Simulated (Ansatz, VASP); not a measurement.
# Two plane-wave programs on CaLuBi2O4

Contents of INCAR:

```
SYSTEM = CaLuBi2O4
ALGO     = Normal         ! electronic algorithm
EDIFF    = 1E-7           ! SCF threshold, eV
ENCUT    = 520            ! plane-wave cutoff, eV
GGA      = PE             ! functional
ISIF     = 2              ! what is computed and relaxed
ISMEAR   = -1             ! smearing method
LASPH    = .TRUE.         ! aspherical terms in the spheres
LCHARG   = .FALSE.        ! write CHGCAR
LREAL    = .FALSE.        ! projectors in reciprocal space
LWAVE    = .FALSE.        ! write WAVECAR
NBANDS   = 54             ! bands
NELM     = 60             ! most SCF steps
PREC     = Accurate       ! precision mode
SIGMA    = 0.1            ! smearing width, eV
```

The input KPOINTS:

```
k-points
0
G
  5 5 2
  0 0 0
```

POSCAR

```
CaLuBi2O4
1.0
    3.8008660000      0.0000000000      0.0000000000
    0.0000000000      3.8008660000      0.0000000000
    0.0000000000      0.0000000000      9.0251760000
Lu Bi O Ca
1 2 4 1
Direct
    0.0000000000      0.0000000000      0.0000000000
    0.5000000000      0.5000000000      0.7293000000
    0.5000000000      0.5000000000      0.2707000000
    0.5000000000      0.0000000000      0.8540000000
    0.0000000000      0.5000000000      0.8540000000
    0.5000000000      0.0000000000      0.1460000000
    0.0000000000      0.5000000000      0.1460000000
    0.0000000000      0.0000000000      0.5000000000
```

Input for Ansatz:

```yaml
crystal:
  lattice:
    - [3.800866, 0.0, 0.0]
    - [0.0, 3.800866, 0.0]
    - [0.0, 0.0, 9.025176]
  atoms:
    - { symbol: Lu, position: [0.0, 0.0, 0.0] }
    - { symbol: Bi, position: [0.5, 0.5, 0.7293] }
    - { symbol: Bi, position: [0.5, 0.5, 0.2707] }
    - { symbol: O, position: [0.5, 0.0, 0.854] }
    - { symbol: O, position: [0.0, 0.5, 0.854] }
    - { symbol: O, position: [0.5, 0.0, 0.146] }
    - { symbol: O, position: [0.0, 0.5, 0.146] }
    - { symbol: Ca, position: [0.0, 0.0, 0.5] }
  symmetry: { tolerance: 0.0003 }
kpoints:
  mp_grid: { grid: [5, 5, 2], shift: [0, 0, 0] }
magnetization:
  spin_polarized: false
scf:
  occupations: { method: fermi_dirac }
hamiltonian:
  pseudopotentials: { kind: paw }
  xc: pbe
basis:
  ecutwfc: 420
output:
  forces: true
  stress: true
  eigenvalues: true
  write_density: true
  write_potential: true
  elf: true
  volumetric_format: npy
```

Alike in both runs: task single point; functional PBE; k mesh 5 × 5 × 2; no spin polarisation.

|  | VASP | Ansatz |
| --- | --- | --- |
| version | VASP 6.6.1 | Ansatz 0.2.0 |
| potentials or method | VASP PAW PBE potentials, release 64 (Lu, Bi_d, O, Ca_sv), cutoff 520 eV | PAW plane waves |
| occupations | fermi-dirac, width 0.1 eV | fermi-dirac |
| valence electrons in the cell | 89 | 89 |

|  | VASP | Ansatz | Ansatz less VASP |
| --- | --- | --- | --- |
| gap on the k mesh at the Fermi level (eV) | none | none | - |
| pressure (GPa) | 13.7 | 13.3 | -0.44 |
| traceless stress, the component that is largest in VASP (GPa) | -0.62 | -0.56 | +0.060 |
| rms of the force components (eV/Å) | 0.401 | 0.388 | -0.0125 |

Atom by atom the forces differ by 0.019 eV/Å (rms over components). A gap of «none» marks a metal or a gap that the smearing closes.

Spin-orbit coupling is off throughout.
